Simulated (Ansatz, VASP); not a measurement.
## FeO in VASP and in Ansatz

```xyz
2
Lattice="2.9221 0.0000 0.0000 -1.4611 2.5306 0.0000 0.0000 0.0000 2.8519" Properties=species:S:1:pos:R:3 pbc="T T T"
Fe    0.0000    0.0000    0.0000
O     1.4611    0.8435    1.4259
```

Alike in both runs: task single point; functional PBE; k mesh 10 × 10 × 9; occupations fermi-dirac, width 0.05 eV; collinear spin.

|  | VASP | Ansatz |
| --- | --- | --- |
| version | VASP 6.6.1 | Ansatz 0.2.0 |
| potentials or method | VASP PAW PBE potentials, release 64 (Fe_sv, O) | Ansatz PAW |
| plane-wave cutoff (eV) | 600 | 420 |
| valence electrons in the cell | 22 | 22 |

```csv
,VASP,Ansatz,Ansatz less VASP
gap on the k mesh at the Fermi level (eV),none,none,-
pressure (GPa),-15.3,-13.2,+2.07
"traceless stress, the component that is largest in VASP (GPa)",-3.86,-3.80,+0.063
net moment per atom (μB),2.00,2.00,0.000
size of the moment on the site where the two differ most (μB),0.34,0.37,+0.028
```

Site moments also hang on the region over which each program counts them. A gap of «none» marks a metal or a gap that the smearing closes. With one functional, cell and mesh, what is left measures potentials, basis and numerics.
